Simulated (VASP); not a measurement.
Write the native input for VASP 6.6.1 that does the following.

* Task: single point
* Functional: r2SCAN
* Potentials or basis: VASP PAW PBE potentials, release 64 (Mo_sv, S)
* Cutoff: 520 eV
* k mesh: 8 × 8 × 4
* Occupations: methfessel-paxton, width 0.1 eV
* Spin: no spin polarisation
* Dipole correction: no
* Further INCAR settings: ALGO = Normal; EDIFF = 1e-06; NBANDS = 20

MoS2:

```
Mo S
1.0
     3.22747    0.00000    0.00000
    -1.61373    2.79507    0.00000
     0.00000    0.00000    6.31247
Mo S
1 2
Direct
  0.00000 0.00000 0.50000
  0.33333 0.66667 0.25532
  0.66667 0.33333 0.74468
```

The input as run:

POSCAR

```
MoS2
1.0
    3.2274650000      0.0000000000      0.0000000000
   -1.6137320000      2.7950660000      0.0000000000
    0.0000000000      0.0000000000      6.3124730000
Mo S
1 2
Direct
    0.0000000000      0.0000000000      0.5000000000
    0.3333330000      0.6666670000      0.2553190000
    0.6666670000      0.3333330000      0.7446810000
```

INCAR.step1

```
PREC = Accurate ; ENCUT = 520
ISMEAR = 1 ; SIGMA = 0.1
LREAL = F ; LASPH = T
NELM = 80 ; NBANDS = 20
GGA = PE ; ALGO = Normal
EDIFF = 1E-4 ; LWAVE = T
LCHARG = F
```

INCAR.step2

```
PREC = Accurate ; ENCUT = 520
EDIFF = 1E-6 ; ISMEAR = 1
SIGMA = 0.1 ; LREAL = F
LASPH = T ; NELM = 80
ALGO = Normal ; ISIF = 2
LWAVE = F ; LCHARG = T
METAGGA = R2SCAN ; LMIXTAU = T
LELF = T ; LVHAR = T
NBANDS = 20 ; ISTART = 1
```

KPOINTS

```
regular mesh
0
Gamma
  8 8 4
```

Potentials or basis: VASP PAW PBE potentials, release 64 (Mo_sv, S).

Launch:

```sh
$ cat potpaw_PBE.64/Mo_sv/POTCAR potpaw_PBE.64/S/POTCAR > POTCAR
$ cp INCAR.step1 INCAR
$ mpirun -np 1 vasp_std > vasp.out
$ cp INCAR.step2 INCAR
$ mpirun -np 1 vasp_std > vasp.out
```

It gave:

```yaml
Pressure: 0.1 GPa
Largest_force: 0.065 eV/Å
Band_gap_on_the_k_mesh: zero (band 13 reaches 7.04 eV, above the bottom of band 14 at 6.34 eV)
```

Caveat: the PAW data sets were made with another functional, which shifts forces and pressure a little.

Run time: 2.8 min on 1 thread of AMD EPYC 7R43 64-Core Processor (Zen 3) (shared host), peak memory 0.15 GiB.
